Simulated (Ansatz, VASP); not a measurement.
Two plane-wave programs on TaGe3Ru

File INCAR:

```
PREC = Accurate ; ENCUT = 600
EDIFF = 1E-6 ; ISMEAR = 0
SIGMA = 0.1 ; LREAL = F
LASPH = T ; NELM = 60
ALGO = Normal ; ISIF = 3
LWAVE = F ; LCHARG = F
GGA = PE ; IBRION = 2
NSW = 90 ; EDIFFG = -0.04
```

KPOINTS

```
regular mesh
0
Gamma
  6 6 4
```

Contents of POSCAR:

```
TaGe3Ru
1.0
    3.7087707267      0.0000000000      0.0000000000
    0.0000000000      3.7087707267      0.0000000000
    0.0000000000      0.0000000000      6.7787666151
Ta Ge Ru
1 3 1
Direct
    0.5000000000      0.5000000000      0.5303824257
    0.5000000000      0.0000000000      0.2274015917
    0.0000000000      0.5000000000      0.2274015917
    0.0000000000      0.0000000000      0.6335699458
    0.0000000000      0.0000000000      0.9894444351
```

Input for Ansatz:

```yaml
crystal:
  lattice:
    - [3.7087707267, 0.0, 0.0]
    - [0.0, 3.7087707267, 0.0]
    - [0.0, 0.0, 6.7787666151]
  atoms:
    - { symbol: Ta, position: [0.5, 0.5, 0.5303824257] }
    - { symbol: Ge, position: [0.5, 0.0, 0.2274015917] }
    - { symbol: Ge, position: [0.0, 0.5, 0.2274015917] }
    - { symbol: Ge, position: [0.0, 0.0, 0.6335699458] }
    - { symbol: Ru, position: [0.0, 0.0, 0.9894444351] }
basis:
  ecutwfc: 420
kpoints:
  mp_grid: { grid: [6, 6, 4] }
hamiltonian:
  xc: pbe
scf:
  occupations: { method: gaussian, width: 0.1 }
  lower_state_search: "off"
output:
  forces: true
  stress: true
  eigenvalues: true
relax:
  adjacent_minimum: "off"
  f_tol: 0.04
  max_steps: 70
  cell: { stress_tol: 0.4 }
```

Change from the starting cell: species swapped into the SmSiPt3 type (P4mm, No. 99).

Alike in both runs: task relaxation of cell and atoms; functional PBE; k mesh 6 × 6 × 4; occupations gaussian, width 0.1 eV; no spin polarisation.

```csv
,VASP,Ansatz
version,VASP 6.6.1,Ansatz 0.2.0
potentials or method,"VASP PAW PBE potentials, release 64 (Ta_pv, Ge_d, Ru_pv), cutoff 600 eV","scalar-relativistic, plane waves, PAW"
valence electrons in the cell,67,71
```

```csv
,VASP,Ansatz,Ansatz less VASP
"gap on the k mesh at the Fermi level, each at its own relaxed structure (eV)",none,none,-
relaxed volume (Å³/atom),18.65,18.68,+0.031
relaxed cell length with the largest relative difference (Å),6.822,6.835,+0.0136
```

A gap of «none» marks a metal or a gap that the smearing closes. VASP's potentials hold 67 valence electrons a cell and Ansatz's 71, so a difference there can come from the potentials and not from the codes.

Spin-orbit coupling is off throughout.
